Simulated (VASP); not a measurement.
Here is a VASP 6.6.1 calculation.

Contents of INCAR:

```
SYSTEM = Pd
PREC     = Accurate       ! precision mode
ENCUT    = 520            ! plane-wave cutoff, eV
EDIFF    = 1E-7           ! SCF threshold, eV
ISMEAR   = 0              ! smearing method
SIGMA    = 0.1            ! smearing width, eV
LREAL    = .FALSE.        ! projectors in reciprocal space
LASPH    = .TRUE.         ! aspherical terms in the spheres
NELM     = 100            ! most SCF steps
ALGO     = Fast           ! electronic algorithm
ISIF     = 2              ! what is computed and relaxed
LWAVE    = .FALSE.        ! write WAVECAR
LCHARG   = .FALSE.        ! write CHGCAR
GGA      = PE             ! functional
NBANDS   = 28             ! bands
```

KPOINTS

```
Automatic mesh
0
G
  18 18 5
  0 0 0
```

Contents of POSCAR:

```
Pd
1.0
    2.7795188708      0.0000000000      0.0000000000
   -1.3897594354      2.4071339524      0.0000000000
    0.0000000000      0.0000000000      9.1790904222
Pd
4
Direct
    0.0000000000      0.0000000000      0.0000000000
    0.3333333333      0.6666666667      0.2500000000
    0.0000000000      0.0000000000      0.5000000000
    0.6666666667      0.3333333333      0.7500000000
```

Potentials or basis: VASP PAW PBE potentials, release 64 (Pd).

The run is started by

```console
$ cat potpaw_PBE.64/Pd/POTCAR > POTCAR
$ mpirun -np 1 vasp_std > vasp.out
```

(1) What does it give for the pressure?

(2) What does it give for the band gap on the k mesh?

Answers

(1) -0.3 GPa.

(2) zero (bands 20 and 21 overlap by 0.88 eV).
